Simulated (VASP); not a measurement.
**Si2Ni: single point with PBE**

Si2Ni:

```
CELL_PARAMETERS angstrom
3.82262 0.00000 0.00000
1.91131 3.31049 0.00000
1.91131 1.10350 3.12116
ATOMIC_POSITIONS crystal
Si 0.25000 0.25000 0.25000
Si 0.75000 0.75000 0.75000
Ni 0.00000 0.00000 0.00000
```

| Quantity | Value |
| --- | --- |
| Program | VASP 6.6.1 |
| Task | single point |
| Functional | PBE |
| Potentials or basis | VASP PAW PBE potentials, release 64 (Si, Ni) |
| Cutoff | 520 eV |
| k mesh | 8 × 8 × 8 |
| Occupations | fermi-dirac, width 0.1 eV |
| Spin | collinear spin, ferromagnetic start |
| Starting moments | [0.0, 0.0, 1.0] μB |
| Dipole correction | no |
| Further INCAR settings | ALGO = Normal; EDIFF = 1e-06; NBANDS = 20 |

| Property | Result |
| --- | --- |
| Pressure | 3.2 GPa |
| Band gap on the k mesh | zero (filled and empty bands overlap) |
| Net moment | 0.00 μB per cell |
| Valence electrons inside the program's atomic spheres | Si 1.59; Ni 9.81 |

Levels at points of the mesh, in eV from the Fermi level:
Spin up:
```tsv
k point	band 6	band 7	band 8	band 9	band 10	band 11	band 12	band 13
(0.00, 0.00, 0.00)	-3.46	-0.24	1.76	1.76	1.76	2.35	2.35	2.35
(0.50, 0.00, 0.00)	-3.27	-3.27	-1.38	-1.38	1.85	1.86	1.86	2.67
(0.50, 0.50, 0.00)	-3.55	-3.55	-3.38	-3.06	-0.37	1.47	7.80	8.37
```
Spin down:
| k point | band 7 | band 8 | band 9 | band 10 | band 11 | band 12 |
| --- | --- | --- | --- | --- | --- | --- |
| (0.00, 0.00, 0.00) | -0.24 | 1.76 | 1.76 | 1.76 | 2.35 | 2.35 |
| (0.50, 0.00, 0.00) | -3.27 | -1.38 | -1.38 | 1.85 | 1.86 | 1.86 |
| (0.50, 0.50, 0.00) | -3.55 | -3.38 | -3.06 | -0.37 | 1.47 | 7.80 |

Run time: 39 s on 1 thread of Intel(R) Xeon(R) Platinum 8259CL CPU @ 2.50GHz (Skylake/Cascade Lake) (shared host), peak memory 0.18 GiB.
